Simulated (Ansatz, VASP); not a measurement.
## TiAl3: VASP beside Ansatz

```
Ti Al
1.0
     2.78139    0.00000    0.00000
     0.00000    4.67107    0.00000
     0.00000    0.00000    4.89340
Ti Al
1 3
Direct
  0.00000 0.50000 0.16317
  0.50000 0.50000 0.66405
  0.50000 0.00000 0.33311
  0.00000 0.00000 0.83967
```

Alike in both runs: functional PBEsol; k mesh 14 × 10 × 10; occupations gaussian, width 0.1 eV; no spin polarisation.

Ansatz relaxed the structure, and its values are those at the end. VASP's run is a single point on that final structure, the one shown.

|  | VASP | Ansatz |
| --- | --- | --- |
| version | VASP 6.6.1 | Ansatz 0.2.0 |
| potentials or method | VASP PAW PBE potentials, release 64 (Ti_sv, Al), cutoff 520 eV | scalar-relativistic, plane waves, PAW |
| valence electrons in the cell | 21 | 21 |

```tsv
	VASP	Ansatz	Ansatz less VASP
gap on the k mesh at the Fermi level (eV)	none	none	-
pressure (GPa)	0.1	0.0	-0.07
```

VASP's potentials were made for PBE, not for PBEsol. A gap of «none» marks a metal or a gap that the smearing closes. The functional is the same, so the differences come from potentials, cutoffs and numerics.
